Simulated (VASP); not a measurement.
# Sb (Pm-3m) in VASP: notebook, part 2 of 2

VASP 6.6.1. Earlier steps stand in the parts before.

### 3 Single point, r2SCAN0

This run uses another cell than the first one, of 32.19 Å³/atom.

Input file POSCAR:

```
Sb
1.0
    3.1809277622      0.0000000000      0.0000000000
    0.0000000000      3.1809277622      0.0000000000
    0.0000000000      0.0000000000      3.1809277622
Sb
1
Direct
    0.0000000000      0.0000000000      0.0000000000
```

Input file INCAR.step1:

```
ALGO = Normal ; EDIFF = 1E-5
ENCUT = 440 ; GGA = PE
GGA_COMPAT = False ; ISIF = 2
ISMEAR = -1 ; LASPH = True
LREAL = False ; LWAVE = True
NBANDS = 14 ; NELM = 120
PREC = Accurate ; SIGMA = 0.05
```

Input file INCAR.step2:

```
AEXX = 0.25 ; ALGO = Normal
EDIFF = 1E-6 ; ENCUT = 440
GGA_COMPAT = False ; ISIF = 2
ISMEAR = -1 ; ISTART = 1
LASPH = True ; LCHARG = True
LELF = True ; LHFCALC = True
LMIXTAU = True ; LREAL = False
LVHAR = True ; LWAVE = False
METAGGA = R2SCAN ; NBANDS = 14
NELM = 120 ; PREC = Accurate
PRECFOCK = Normal ; SIGMA = 0.05
```

Input file KPOINTS:

```
k-points
0
Gamma
  4 4 4
```

Potentials or basis: VASP PAW PBE potentials, release 64 (Sb_d_GW).

Started as:

```bash
cat potpaw_PBE.64/Sb_d_GW/POTCAR > POTCAR
cp INCAR.step1 INCAR
mpirun -np 1 vasp_std > vasp.out
cp INCAR.step2 INCAR
mpirun -np 1 vasp_std > vasp.out
```

OUTCAR:

```text
AEXX = 0.25
   EDIFF = 1E-6
   ENCUT = 440
   ISIF = 2
   ISMEAR = -1
   ISTART = 1
   LASPH = True
   LHFCALC = True
   LREAL = False
   METAGGA = R2SCAN
   NELM = 120
   PREC = Accurate
   PRECFOCK = Normal

 ion  position               nearest neighbor table
   1  0.000  0.000  0.000-

  LATTYP: Found a simple cubic cell.
 ALAT       =     3.1809277622

  Lattice vectors:

 A1 = (   3.1809277622,   0.0000000000,   0.0000000000)
 A2 = (   0.0000000000,   3.1809277622,   0.0000000000)
 A3 = (   0.0000000000,   0.0000000000,   3.1809277622)

Analysis of symmetry for initial positions (statically):
=====================================================================
 Subroutine PRICEL returns:
 Original cell was already a primitive cell.

 Routine SETGRP: Setting up the symmetry group for a
 simple cubic supercell.

 Subroutine GETGRP returns: Found 48 space group operations
 (whereof 48 operations were pure point group operations)
 out of a pool of 48 trial point group operations.

The static configuration has the point symmetry O_h .

Analysis of symmetry for dynamics (positions and initial velocities):
=====================================================================
 Subroutine PRICEL returns:
 Original cell was already a primitive cell.

 Routine SETGRP: Setting up the symmetry group for a
 simple cubic supercell.

 Subroutine GETGRP returns: Found 48 space group operations
 (whereof 48 operations were pure point group operations)
 out of a pool of 48 trial point group operations.

The dynamic configuration has the point symmetry O_h .

 Subroutine INISYM returns: Found 48 space group operations
 (whereof 48 operations are pure point group operations),
 and found     1 'primitive' translations

----------------------------------------------------------------------------------------

                                     Primitive cell

  volume of cell :      32.1856

[... 105 lines left out ...]
   HFSCREENC=   0.0000 screening length for correlation (either q_TF or 0.3 A-1)
   ENCUTFOCK=  -1.0 apply spherical cutoff to Coloumb kernel
   IVDW    =     0    specifies the selected vdW correction
   LEPSILON=     F    determine dielectric tensor
   LRPA    =     F    only Hartree local field effects (RPA)
 non-spin polarized calculation
  energy-cutoff  :      440.00
  volume of cell :       32.19
 maximum number of plane-waves:       691
 NGX is ok and might be reduce to    24
  NGX = 18; NGY = 18; NGZ = 18

 number of electron      14.9999992 magnetization

 Free energy of the ion-electron system (eV)
  ---------------------------------------------------
  ext. energy  EPLUGINS =         0.00000000
  ---------------------------------------------------
  free energy    TOTEN  =       -21.19914366 eV

  energy without entropy =      -21.19064757  energy(sigma->0) =      -21.19489561

 E-fermi :   4.6075     XC(G=0):  -8.1410

 val. band max:        3.2553891182   @ k =   0.2500   0.2500   0.2500
 cond. band min:       4.6881371610   @ k =   0.5000   0.2500   0.0000
 fundamental gap:      1.4327480428
 Fermi energy:         4.6075328200

 k-point     1 :       0.0000    0.0000    0.0000
  band No.  band energies     occupation
      1     -28.4931      2.00000
      2     -28.4931      2.00000
      3     -28.3291      2.00000
      4     -28.3291      2.00000
      5     -28.3291      2.00000
      6      -9.8439      2.00000
      7       8.1384      0.00000
      8       8.1384      0.00000
      9       8.1384      0.00000
     10      12.3460      0.00000
     11      12.3460      0.00000
     12      13.5645      0.00000
     13      24.7540      0.00000
     14      24.7541      0.00000
[... 139 lines left out ...]
      1     -28.4138      2.00000
      2     -28.4138      2.00000
      3     -28.4138      2.00000
      4     -28.2740      2.00000
      5     -28.2740      2.00000
      6      -1.3554      2.00000
      7       2.0364      2.00000
      8       2.0364      2.00000
      9       2.0364      2.00000
     10      10.2792      0.00000
     11      10.2792      0.00000
     12      10.2792      0.00000
     13      12.6515      0.00000
     14      30.5121      0.00000

------------------------ aborting loop because EDIFF is reached ----------------------------------------

  FORCE on cell =-STRESS in cart. coord.  units (eV):
  Direction    XX          YY          ZZ          XY          YZ          ZX
  --------------------------------------------------------------------------------------
  -------------------------------------------------------------------------------------
  Total       -1.3991019     -1.3991019     -1.3991019      0.0000000      0.0000000     -0.0000000
  in kB      -69.6463740    -69.6463740    -69.6463740      0.0000000      0.0000000     -0.0000000
  external PRESSURE =     -69.6463740 kB  Pullay stress =       0.0000000 kB

 VOLUME and BASIS-vectors are now :
 -----------------------------------------------------------------------------
  energy-cutoff  :      440.00
  volume of cell :       32.19
      direct lattice vectors                 reciprocal lattice vectors
     3.180927762  0.000000000  0.000000000     0.314373691  0.000000000  0.000000000
     0.000000000  3.180927762  0.000000000     0.000000000  0.314373691  0.000000000
     0.000000000  0.000000000  3.180927762     0.000000000  0.000000000  0.314373691

 POSITION                                       TOTAL-FORCE (eV/Angst)
 -----------------------------------------------------------------------------------
      0.00000      0.00000      0.00000         0.000000      0.000000      0.000000
 -----------------------------------------------------------------------------------
    total drift:                               -0.000003     -0.000003     -0.000004

  FREE ENERGIE OF THE ION-ELECTRON SYSTEM (eV)
  ---------------------------------------------------
  free  energy   TOTEN  =       -21.1991436597 eV

  energy  without entropy=      -21.1906475673  energy(sigma->0) =      -21.19489561
```

OUTCAR.step1:

```text
EDIFF = 1E-5
   ENCUT = 440
   GGA = PE
   ISIF = 2
   ISMEAR = -1
   LASPH = True
[... 368 lines left out ...]

 POSITION                                       TOTAL-FORCE (eV/Angst)
 -----------------------------------------------------------------------------------
      0.00000      0.00000      0.00000         0.000000      0.000000      0.000000
 -----------------------------------------------------------------------------------
    total drift:                                0.000000      0.000000     -0.000000

  FREE ENERGIE OF THE ION-ELECTRON SYSTEM (eV)
  ---------------------------------------------------
  free  energy   TOTEN  =        -3.6955721479 eV

  energy  without entropy=       -3.6854342495  energy(sigma->0) =       -3.69050320
```

Run time: 2.1 min. Hardware: 1 thread of AMD EPYC 9R45 (Zen 5), shared host; peak memory 0.12 GiB.

What came out:

- Free energy: -21.1991 eV
- Pressure: -7.0 GPa
- Band gap on the k mesh: zero (an odd number of electrons rules out a gap without spin polarisation)

Levels at points of the mesh, in eV from the Fermi level:
```csv
k point,band 3,band 4,band 5,band 6,band 7,band 8,band 9,band 10,band 11,band 12
"(0.00, 0.00, 0.00)",-32.94,-32.94,-32.94,-14.45,3.53,3.53,3.53,7.74,7.74,8.96
"(0.50, 0.00, 0.00)",-32.98,-32.96,-32.93,-11.91,-6.82,5.65,5.65,10.16,11.56,12.55
"(0.50, 0.50, 0.00)",-32.97,-32.97,-32.89,-9.10,-4.60,-4.60,2.94,7.72,14.40,14.40
"(0.50, 0.50, 0.50)",-33.02,-32.88,-32.88,-5.96,-2.57,-2.57,-2.57,5.67,5.67,5.67
```

Caveat: the k points lie up to 0.49 Å⁻¹ apart, too coarse for converged energies and pressures of a metal; the PAW data sets were made with another functional, which shifts forces and pressure a little; spin-orbit coupling is left out, which moves the levels of the heavy elements.

The gap in the log of VASP goes by the Fermi energy; the results here count the filled bands.